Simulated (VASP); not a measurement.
Write the native input for VASP 6.6.1 that does the following.

```yaml
Task: single point
Functional: PBE
Potentials_or_basis: VASP PAW PBE potentials, release 64 (B)
Cutoff: 520 eV
k_mesh: 10 × 10 × 10
Occupations: fermi-dirac, width 0.1 eV
Spin: no spin polarisation
Dipole_correction: no
Further_INCAR_settings: ALGO = Normal; EDIFF = 1e-06; NBANDS = 8
```

The structure of B lies in POSCAR:

```
B
1.0
   -1.1539685227      1.1539685227      1.1539685227
    1.1539685227     -1.1539685227      1.1539685227
    1.1539685227      1.1539685227     -1.1539685227
B
1
Direct
    0.0000000000      0.0000000000      0.0000000000
```

One way to write it, as run:

INCAR

```
SYSTEM = B
  PREC = Accurate
  ENCUT = 520
  EDIFF = 1E-6
  ISMEAR = -1
  SIGMA = 0.1
  LREAL = .FALSE.
  LASPH = .TRUE.
  NELM = 80
  ALGO = Normal
  ISIF = 2
  LWAVE = .FALSE.
  LCHARG = .FALSE.
  GGA = PE
  NBANDS = 8
```

KPOINTS

```
regular mesh
0
G
  10 10 10
  0 0 0
```

Potentials or basis: VASP PAW PBE potentials, release 64 (B).

The run is started by

```bash
$ cat potpaw_PBE.64/B/POTCAR > POTCAR
$ mpirun -np 1 vasp_std > vasp.out
```

Results of the run:

```yaml
Pressure: -0.1 GPa
```

Caveat: the k points lie up to 0.39 Å⁻¹ apart.

Run time: 1.1 s on 1 thread of Intel(R) Xeon(R) 6975P-C (Granite Rapids) (shared host), peak memory 0.1 GiB.
